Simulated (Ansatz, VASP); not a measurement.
One calculation of HfN, two programs

```xyz
2
Lattice="-0.0227 2.5358 2.5308 2.4781 -0.0043 2.5124 2.4825 2.5217 -0.0087" Properties=species:S:1:pos:R:3 pbc="T T T"
Hf   -0.0125    0.0174    0.0225
N     3.7158    3.7725    3.7535
```

Change from the starting cell: all atoms moved at random, cell strained at random.

Alike in both runs: task single point; functional PBE; k mesh 12 × 12 × 12; occupations gaussian, width 0.1 eV; no spin polarisation.

|  | VASP | Ansatz |
| --- | --- | --- |
| version | VASP 6.6.1 | Ansatz 0.2.0 |
| potentials or method | VASP PAW PBE potentials, release 64 (Hf_pv, N), cutoff 520 eV | scalar-relativistic, plane waves, PAW |
| valence electrons in the cell | 15 | 31 |

Ansatz gave:

```
gap on the k mesh at the Fermi level (eV)                     : none
pressure (GPa)                                                : -11.5
traceless stress, the component that is largest in VASP (GPa) : 1.40
rms of the force components (eV/Å)                            : 0.254
```

Problem. Estimate VASP's values.

Solution. gap on the k mesh at the Fermi level (eV): none; pressure (GPa): -12.5; traceless stress, the component that is largest in VASP (GPa): 1.41; rms of the force components (eV/Å): 0.252.

Atom by atom the forces differ by 0.002 eV/Å (rms over components). A gap of «none» marks a metal or a gap that the smearing closes. The functional is the same, so the differences come from potentials, cutoffs and numerics. VASP's potentials hold 15 valence electrons a cell and Ansatz's 31, so a difference there can come from the potentials and not from the codes.

Spin-orbit coupling is off throughout.
